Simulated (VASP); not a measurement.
# Cu: density of states with PBEsol

The system is Cu.

```
Cu
1.0
    -1.44509    1.44509    1.36001
     1.44509   -1.44509    1.36001
     1.44509    1.44509   -1.36001
Cu
1
Direct
  0.00000 0.00000 0.00000
```

```yaml
Program: VASP 6.6.1
Task: density of states
Functional: PBEsol
Potentials_or_basis: VASP PAW PBE potentials, release 64 (Cu)
Cutoff: 520 eV
k_mesh: 20 × 20 × 20
Occupations: gaussian, width 0.1 eV
Spin: no spin polarisation
Dipole_correction: no
k_mesh_for_the_DOS: 30 × 30 × 30
Occupations_for_the_DOS: tetrahedron
Further_INCAR_settings: ALGO = Normal; EDIFF = 1e-06
```

```
Valence electrons inside the program's atomic spheres : Cu 10.05
```

Levels at points of the mesh, in eV from the Fermi level:
| k point | band 4 | band 5 | band 6 | band 7 | band 8 | band 9 |
| --- | --- | --- | --- | --- | --- | --- |
| (0.00, 0.00, 0.00) | -3.13 | -2.30 | -2.03 | 24.76 | 24.76 | 26.45 |
| (0.50, 0.00, 0.00) | -1.92 | -1.37 | -0.55 | 4.79 | 17.29 | 17.42 |
| (0.50, 0.50, 0.00) | -2.10 | -1.41 | -1.03 | 4.11 | 18.91 | 19.26 |
| (0.50, 0.50, 0.50) | -1.58 | -1.51 | 7.56 | 7.56 | 9.95 | 13.28 |

It took 110 s on 1 thread of AMD EPYC 9R45 96-Core Processor (Zen 5), with other jobs on the host, peak memory 0.39 GiB.
